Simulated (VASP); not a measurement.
# TiPt3 (Pm-3m) in VASP: a series of runs

TiPt3 is run at these levels: PBEsol; tasks: single point.

Program: VASP 6.6.1. These are calculated values, not measurements. Logs are shortened: lines on timing, memory, paths and dates and some standing lists are left out, and cuts for length are marked.

### Step 1. The cell of the first run

Symmetry: Pm-3m, No. 221, cubic system. Conventional cell: a = 3.704 Å, b = 3.704 Å, c = 3.704 Å, α = 90.00°, β = 90.00°, γ = 90.00°. Within 3.5 Å of Ti (site symmetry m-3m) lie 12 Pt at 2.62 Å. Pt (site symmetry 4/mmm) has 4 Ti at 2.62 Å and 8 Pt at 2.62 Å within 3.5 Å.

### Step 2. Single point, PBEsol

Contents of INCAR:

```
PREC = Accurate ; ENCUT = 520
EDIFF = 1E-7 ; ISMEAR = 0
SIGMA = 0.1 ; LREAL = F
LASPH = T ; NELM = 100
ALGO = Fast ; ISIF = 2
LWAVE = F ; LCHARG = F
GGA = PS ; NBANDS = 29
```

Contents of KPOINTS:

```
Automatic mesh
0
Gamma
  12 12 12
```

Contents of POSCAR:

```
TiPt3
1.0
    3.7042704430      0.0000000000      0.0000000000
    0.0000000000      3.7042704430      0.0000000000
    0.0000000000      0.0000000000      3.7042704430
Ti Pt
1 3
Direct
    0.0000000000      0.0000000000      0.0000000000
    0.0000000000      0.5000000000      0.5000000000
    0.5000000000      0.0000000000      0.5000000000
    0.5000000000      0.5000000000      0.0000000000
```

Potentials or basis: VASP PAW PBE potentials, release 64 (Ti_sv, Pt).

Launch:

```
$ cat potpaw_PBE.64/Ti_sv/POTCAR potpaw_PBE.64/Pt/POTCAR > POTCAR
$ mpirun -np 1 vasp_std > vasp.out
```

OUTCAR:

```text
PREC = Accurate
   ENCUT = 520
   EDIFF = 1E-7
   ISMEAR = 0
   LREAL = F
   LASPH = T
   NELM = 100
   ISIF = 2
   GGA = PS

 ion  position               nearest neighbor table
   1  0.000  0.000  0.000-   2 2.62   3 2.62   4 2.62   2 2.62   3 2.62   2 2.62   4 2.62   2 2.62
                             3 2.62   4 2.62   3 2.62   4 2.62
   2  0.000  0.500  0.500-   1 2.62   3 2.62   4 2.62   1 2.62   4 2.62   1 2.62   3 2.62   1 2.62
                             3 2.62   4 2.62   4 2.62   3 2.62
   3  0.500  0.000  0.500-   1 2.62   2 2.62   4 2.62   1 2.62   4 2.62   2 2.62   4 2.62   4 2.62
                             1 2.62   2 2.62   1 2.62   2 2.62
   4  0.500  0.500  0.000-   1 2.62   2 2.62   3 2.62   2 2.62   3 2.62   1 2.62   3 2.62   3 2.62
                             1 2.62   2 2.62   2 2.62   1 2.62

  LATTYP: Found a simple cubic cell.
 ALAT       =     3.7042704430

  Lattice vectors:

 A1 = (   3.7042704430,   0.0000000000,   0.0000000000)
 A2 = (   0.0000000000,   3.7042704430,   0.0000000000)
 A3 = (   0.0000000000,   0.0000000000,   3.7042704430)

Analysis of symmetry for initial positions (statically):
=====================================================================
 Subroutine PRICEL returns:
 Original cell was already a primitive cell.

 Routine SETGRP: Setting up the symmetry group for a
 simple cubic supercell.

 Subroutine GETGRP returns: Found 48 space group operations
 (whereof 48 operations were pure point group operations)
 out of a pool of 48 trial point group operations.

The static configuration has the point symmetry O_h .

Analysis of symmetry for dynamics (positions and initial velocities):
=====================================================================
 Subroutine PRICEL returns:
 Original cell was already a primitive cell.

 Routine SETGRP: Setting up the symmetry group for a
 simple cubic supercell.

 Subroutine GETGRP returns: Found 48 space group operations
 (whereof 48 operations were pure point group operations)
 out of a pool of 48 trial point group operations.

The dynamic configuration has the point symmetry O_h .

 Subroutine INISYM returns: Found 48 space group operations
 (whereof 48 operations are pure point group operations),
 and found     1 'primitive' translations

----------------------------------------------------------------------------------------

                                     Primitive cell

  volume of cell :      50.8286

  direct lattice vectors                    reciprocal lattice vectors
[... 95 lines left out ...]
   IBRION =     -1    ionic relax: 0-MD 1-quasi-New 2-CG
   NFREE  =      0    steps in history (QN), initial steepest desc. (CG)
   ISIF   =      2    stress and relaxation
   ISYM   =      2    0-nonsym 1-usesym 2-fastsym
   POTIM  = 0.5000    time-step for ionic-motion
   TEBEG  =    0.0;   TEEND  =   0.0 temperature during run
   PSTRESS=    0.0 pullay stress
   NELECT =      42.0000    total number of electrons
   NUPDOWN=      -1.0000    fix difference up-down
   EMIN   =  10.00;   EMAX   =-10.00  energy-range for DOS
   EFERMI =   0.00;   METHOD = LEGACY
   ISMEAR =     0;   SIGMA  =   0.10  broadening in eV -4-tet -1-fermi 0-gaus
   EFERMI_NEDOS =   21; number of points for ismear=-14 and -15
   IALGO  =     68    algorithm
   IMIX   =      4    mixing-type and parameters
     AMIX     =   0.40;   BMIX     =  1.00
     AMIX_MAG =   1.60;   BMIX_MAG =  1.00
  volume/ion in A,a.u.               =      12.71        85.75
  Fermi-wavevector in a.u.,A,eV,Ry     =   1.536226  2.903047 32.109637  2.359992
  Thomas-Fermi vector in A             =   2.642905
   LORBIT       =      0    0 simple, 1 ext, 2 COOP (PROOUT), +10 PAW based schemes
   GGA     = PS    functional components
   LHFCALC =     F    Hartree Fock is set to
   AEXX    =    0.0000 exact exchange contribution
   IVDW    =     0    specifies the selected vdW correction
   LEPSILON=     F    determine dielectric tensor
   LRPA    =     F    only Hartree local field effects (RPA)
 non-spin polarized calculation
 RMM-DIIS sequential band-by-band and
 Gauss-broadening in eV      SIGMA  =   0.10
  energy-cutoff  :      520.00
  volume of cell :       50.83
 maximum number of plane-waves:      1406
 NGX is ok and might be reduce to    28
   NGX = 13   NGY = 13   NGZ = 13

 number of electron      42.0000004 magnetization

 Free energy of the ion-electron system (eV)
  ---------------------------------------------------
  ext. energy  EPLUGINS =         0.00000000
  ---------------------------------------------------
  free energy    TOTEN  =       -31.40666238 eV

  energy without entropy =      -31.40154956  energy(sigma->0) =      -31.40410597

 E-fermi :  14.6840     XC(G=0): -14.3204

 val. band max:       14.6743172693   @ k =   0.1667   0.0833   0.0000
 cond. band min:      14.7241141006   @ k =   0.0833   0.0833   0.0833
 fundamental gap:      0.0497968313
 Fermi energy:        14.6840173380

 k-point     1 :       0.0000    0.0000    0.0000
  band No.  band energies     occupation
      1     -43.0897      2.00000
      2     -19.4774      2.00000
      3     -19.4774      2.00000
      4     -19.4774      2.00000
      5       2.7884      2.00000
      6       5.4418      2.00000
[... 757 lines left out ...]
     28      19.7243      0.00000
     29      25.5883      0.00000

 [... further k-points ...]

------------------------ aborting loop because EDIFF is reached ----------------------------------------

  FORCE on cell =-STRESS in cart. coord.  units (eV):
  Direction    XX          YY          ZZ          XY          YZ          ZX
  --------------------------------------------------------------------------------------
  -------------------------------------------------------------------------------------
  Total       18.9788244     18.9788244     18.9788244     -0.0000000     -0.0000000      0.0000000
  in kB      598.2350183    598.2350183    598.2350183     -0.0000000     -0.0000000      0.0000000
  external PRESSURE =     598.2350183 kB  Pullay stress =       0.0000000 kB

 VOLUME and BASIS-vectors are now :
 -----------------------------------------------------------------------------
  energy-cutoff  :      520.00
  volume of cell :       50.83
      direct lattice vectors                 reciprocal lattice vectors
     3.704270443  0.000000000  0.000000000     0.269958691  0.000000000  0.000000000
     0.000000000  3.704270443  0.000000000     0.000000000  0.269958691  0.000000000
     0.000000000  0.000000000  3.704270443     0.000000000  0.000000000  0.269958691

 POSITION                                       TOTAL-FORCE (eV/Angst)
 -----------------------------------------------------------------------------------
      0.00000      0.00000      0.00000         0.000000      0.000000      0.000000
      0.00000      1.85214      1.85214         0.000000      0.000000      0.000000
      1.85214      0.00000      1.85214         0.000000      0.000000      0.000000
      1.85214      1.85214      0.00000         0.000000      0.000000      0.000000
 -----------------------------------------------------------------------------------
    total drift:                                0.000000      0.000000      0.000000

  FREE ENERGIE OF THE ION-ELECTRON SYSTEM (eV)
  ---------------------------------------------------
  free  energy   TOTEN  =       -31.4066623796 eV

  energy  without entropy=      -31.4015495607  energy(sigma->0) =      -31.40410597
```

OSZICAR:

```text
N       E                     dE             d eps       ncg     rms          rms(c)
DAV:   1     0.390380816147E+03    0.39038E+03   -0.21102E+04  4872   0.162E+03
DAV:   2    -0.689614941988E+01   -0.39728E+03   -0.37743E+03  5161   0.421E+02
DAV:   3    -0.332344371781E+02   -0.26338E+02   -0.25232E+02  5789   0.105E+02
[... 47 lines left out ...]
RMM:  51    -0.314066620447E+02   -0.64353E-06   -0.69748E-06  3831   0.292E-03    0.170E-03
RMM:  52    -0.314066622096E+02   -0.16491E-06   -0.21094E-06  3608   0.283E-03    0.179E-03
RMM:  53    -0.314066622752E+02   -0.65607E-07   -0.10316E-06  3651   0.278E-03    0.176E-03
RMM:  54    -0.314066623477E+02   -0.72467E-07   -0.11465E-06  3593   0.276E-03    0.180E-03
RMM:  55    -0.314066623796E+02   -0.31870E-07   -0.70084E-07  3752   0.279E-03
   1 F= -.31406662E+02 E0= -.31404106E+02  d E =-.511282E-02
```

It took 3 min on 1 thread of Intel Xeon 6975P-C (Granite Rapids), shared host; peak memory 0.23 GiB.

What came out:

- Free energy: -31.4067 eV
- Pressure: 59.8 GPa
- Band gap on the k mesh: zero (bands 21 and 22 overlap by 1.96 eV)

Levels at points of the mesh, in eV from the Fermi level:
```csv
k point,band 18,band 19,band 20,band 21,band 22,band 23,band 24,band 25
"(0.00, 0.00, 0.00)",0.22,0.22,0.22,1.55,1.55,1.55,1.77,1.77
"(0.50, 0.00, 0.00)",-3.27,-3.23,-1.61,-0.36,-0.36,0.23,0.42,0.93
"(0.50, 0.50, 0.00)",-3.90,-3.18,-2.82,-2.77,0.17,0.17,0.31,2.00
"(0.50, 0.50, 0.50)",-1.00,-1.00,-1.00,-0.41,-0.41,-0.41,1.56,1.56
```

Caveat: the cell stands under pressure; the PAW data sets were made with another functional, which shifts forces and pressure a little; spin-orbit coupling is left out, which moves the levels of the heavy elements.

### Step 3. Single point, PBEsol

This run uses another cell than the first one, of 13.55 Å³/atom.

Contents of INCAR:

```
SYSTEM = TiPt3
ALGO     = Fast           ! electronic algorithm
EDIFF    = 1E-6           ! SCF threshold, eV
ENCUT    = 520            ! plane-wave cutoff, eV
GGA      = PS             ! functional
ISIF     = 2              ! what is computed and relaxed
ISMEAR   = 0              ! smearing method
LASPH    = .True.         ! aspherical terms in the spheres
LCHARG   = .True.         ! write CHGCAR
LELF     = .True.         ! ELF
LREAL    = .False.        ! projectors in reciprocal space
LVHAR    = .True.       
LWAVE    = .False.        ! write WAVECAR
NBANDS   = 29             ! bands
NELM     = 100            ! most SCF steps
PREC     = Accurate       ! precision mode
SIGMA    = 0.1            ! smearing width, eV
```

Contents of KPOINTS:

```
k-points
0
Gamma
  12 12 12
  0 0 0
```

Contents of POSCAR:

```
TiPt3
1.0
    3.7840101421      0.0000000000      0.0000000000
    0.0000000000      3.7840101421      0.0000000000
    0.0000000000      0.0000000000      3.7840101421
Ti Pt
1 3
Direct
    0.0000000000      0.0000000000      0.0000000000
    0.0000000000      0.5000000000      0.5000000000
    0.5000000000      0.0000000000      0.5000000000
    0.5000000000      0.5000000000      0.0000000000
```

Potentials or basis: VASP PAW PBE potentials, release 64 (Ti_sv, Pt).

Launch:

```
$ cat potpaw_PBE.64/Ti_sv/POTCAR potpaw_PBE.64/Pt/POTCAR > POTCAR
$ mpirun -np 1 vasp_std > vasp.out
```

Run time: 2.1 min. Hardware: 1 thread of Intel Xeon 6975P-C (Granite Rapids), shared host; peak memory 0.24 GiB.

It converged, with:

* Free energy: -32.3291 eV
* Pressure: 29.7 GPa
* Band gap on the k mesh: zero (bands 21 and 22 overlap by 1.96 eV)

Levels at points of the mesh, in eV from the Fermi level:
```csv
k point,band 18,band 19,band 20,band 21,band 22,band 23,band 24,band 25
"(0.00, 0.00, 0.00)",0.15,0.15,0.15,1.54,1.54,1.54,1.62,1.62
"(0.50, 0.00, 0.00)",-3.00,-2.95,-1.49,-0.28,-0.28,0.16,0.45,0.87
"(0.50, 0.50, 0.00)",-3.55,-2.87,-2.57,-2.56,0.21,0.21,0.35,1.78
"(0.50, 0.50, 0.50)",-0.89,-0.89,-0.89,-0.42,-0.42,-0.42,1.42,1.42
```

Caveat: the cell stands under pressure; the PAW data sets were made with another functional, which shifts forces and pressure a little; spin-orbit coupling is left out, which moves the levels of the heavy elements.

### Step 4. Single point, PBEsol

This run uses another cell than the first one, of 14.10 Å³/atom.

Contents of INCAR:

```
PREC = Accurate ; ENCUT = 520
EDIFF = 1E-6 ; ISMEAR = 0
SIGMA = 0.1 ; LREAL = F
LASPH = T ; NELM = 100
ALGO = Fast ; ISIF = 2
LWAVE = F ; LCHARG = F
GGA = PS ; NBANDS = 29
```

Contents of KPOINTS:

```
Automatic mesh
0
Gamma
  12 12 12
```

Contents of POSCAR:

```
TiPt3
1.0
    3.8351879311      0.0000000000      0.0000000000
    0.0000000000      3.8351879311      0.0000000000
    0.0000000000      0.0000000000      3.8351879311
Ti Pt
1 3
Direct
    0.0000000000      0.0000000000      0.0000000000
    0.0000000000      0.5000000000      0.5000000000
    0.5000000000      0.0000000000      0.5000000000
    0.5000000000      0.5000000000      0.0000000000
```

Launch:

```
$ cat potpaw_PBE.64/Ti_sv/POTCAR potpaw_PBE.64/Pt/POTCAR > POTCAR
$ mpirun -np 1 vasp_std > vasp.out
```

It took 2.2 min on 1 thread of Intel Xeon 6975P-C (Granite Rapids), shared host; peak memory 0.25 GiB.

The run converged. Its results:

```
Free energy            : -32.6363 eV
Pressure               : 14.7 GPa
Band gap on the k mesh : zero (bands 21 and 22 overlap by 1.95 eV)
```

Levels at points of the mesh, in eV from the Fermi level:
```tsv
k point	band 17	band 18	band 19	band 20	band 21	band 22	band 23	band 24	band 25	band 26
(0.00, 0.00, 0.00)	-0.50	0.11	0.11	0.11	1.52	1.52	1.54	1.54	1.54	2.22
(0.50, 0.00, 0.00)	-2.84	-2.84	-2.78	-1.43	-0.24	-0.24	0.11	0.46	0.83	2.19
(0.50, 0.50, 0.00)	-3.34	-3.34	-2.68	-2.43	-2.42	0.22	0.22	0.36	1.65	1.65
(0.50, 0.50, 0.50)	-1.22	-0.81	-0.81	-0.81	-0.43	-0.43	-0.43	1.33	1.33	1.33
```

Caveat: the cell stands under pressure; the PAW data sets were made with another functional, which shifts forces and pressure a little; spin-orbit coupling is left out, which moves the levels of the heavy elements.

### Step 5. Overview

| cell | further INCAR settings | gap on the mesh (eV) | pressure (GPa) |
| --- | --- | --- | --- |
| a = 3.704 Å, 4 atoms | ALGO = Fast; EDIFF = 1e-07; NBANDS = 29 | none | 59.8 |
| a = 3.784 Å, 4 atoms | ALGO = Fast; EDIFF = 1e-06; NBANDS = 29 | none | 29.7 |
| a = 3.835 Å, 4 atoms | ALGO = Fast; EDIFF = 1e-06; NBANDS = 29 | none | 14.7 |

Alike in all rows: task single point; level PBEsol; potentials or basis VASP PAW PBE potentials, release 64 (Ti_sv, Pt); no spin polarisation; k mesh 12 × 12 × 12; cutoff (eV) 520; smearing gaussian 0.1 eV.

Caveats: the cell stands under pressure; the PAW data sets were made with another functional, which shifts forces and pressure a little; spin-orbit coupling is left out, which moves the levels of the heavy elements.

Absolute energies hang on the potentials; compare differences alone.
